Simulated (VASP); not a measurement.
Set up this calculation in VASP 6.6.1, as the native input.

* Task: single point
* Functional: PBEsol
* Potentials or basis: VASP PAW PBE potentials, release 64 (Hf_pv, N)
* Cutoff: 520 eV
* k mesh: 9 × 9 × 9
* Occupations: fermi-dirac, width 0.05 eV
* Spin: no spin polarisation
* Dipole correction: no
* Further INCAR settings: ALGO = Normal; EDIFF = 1e-07; NBANDS = 14

The structure of HfN lies in POSCAR:

```
HfN
1.0
    2.7914338938      0.0000000000      0.0000000000
    0.0000000000      2.7914338938      0.0000000000
    0.0000000000      0.0000000000      2.7914338938
Hf N
1 1
Direct
    0.5000000000      0.5000000000      0.5000000000
    0.0000000000      0.0000000000      0.0000000000
```

One way to write it, as run:

INCAR

```
SYSTEM = HfN
PREC = Accurate
ENCUT = 520
EDIFF = 1E-7
ISMEAR = -1
SIGMA = 0.05
LREAL = .False.
LASPH = .True.
NELM = 80
ALGO = Normal
ISIF = 2
LWAVE = .False.
LCHARG = .False.
GGA = PS
NBANDS = 14
```

KPOINTS

```
regular mesh
0
Gamma
  9 9 9
  0 0 0
```

Potentials or basis: VASP PAW PBE potentials, release 64 (Hf_pv, N).

Launch:

```console
$ cat potpaw_PBE.64/Hf_pv/POTCAR potpaw_PBE.64/N/POTCAR > POTCAR
$ mpirun -np 1 vasp_std > vasp.out
```

Results of the run:

```json
{"Pressure": "-2.7 GPa"}
```

Caveat: the PAW data sets were made with another functional, which shifts forces and pressure a little.

Run time: 6.8 s on 1 thread of AMD EPYC 9R45 96-Core Processor (Zen 5) (shared host), peak memory 0.11 GiB.
